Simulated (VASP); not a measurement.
Set up this calculation in VASP 6.6.1, as the native input.

```yaml
Task: single point
Functional: LDA
Potentials_or_basis: VASP PAW LDA potentials, release 64 (W_sv)
Cutoff: 520 eV
k_mesh: 22 × 22 × 22
Occupations: gaussian, width 0.15 eV
Spin: no spin polarisation
Dipole_correction: no
Further_INCAR_settings: ALGO = Fast; EDIFF = 1e-06; NBANDS = 13
```

The structure of W lies in POSCAR:

```
W
1.0
   -0.7177331715      1.6895556815      1.6895556815
    1.6895556815     -0.7177331715      1.6895556815
    1.6895556815      1.6895556815     -0.7177331715
W
1
Direct
    0.0000000000      0.0000000000      0.0000000000
```

These files were run (other wordings do the same):

INCAR

```
SYSTEM = W
PREC = Accurate ; ENCUT = 520
EDIFF = 1E-6 ; ISMEAR = 0
SIGMA = 0.15 ; LREAL = .FALSE.
LASPH = .TRUE. ; NELM = 100
ALGO = Fast ; ISIF = 2
LWAVE = .FALSE. ; LCHARG = .FALSE.
GGA = CA ; NBANDS = 13
```

KPOINTS

```
Automatic mesh
0
G
  22 22 22
  0 0 0
```

Potentials or basis: VASP PAW LDA potentials, release 64 (W_sv).

Launch:

```bash
$ cat potpaw_LDA.64/W_sv/POTCAR > POTCAR
$ mpirun -np 1 vasp_std > vasp.out
```

It gave:

```yaml
Pressure: 38.4 GPa
Band_gap_on_the_k_mesh: zero (bands 7 and 8 overlap by 3.35 eV)
```

Caveat: the cell stands under pressure; spin-orbit coupling is left out, which moves the levels of the heavy elements.

Run time: 2.2 min on 1 thread of AMD EPYC 7R13 Processor (Zen 3), with other jobs on the host, peak memory 0.25 GiB.
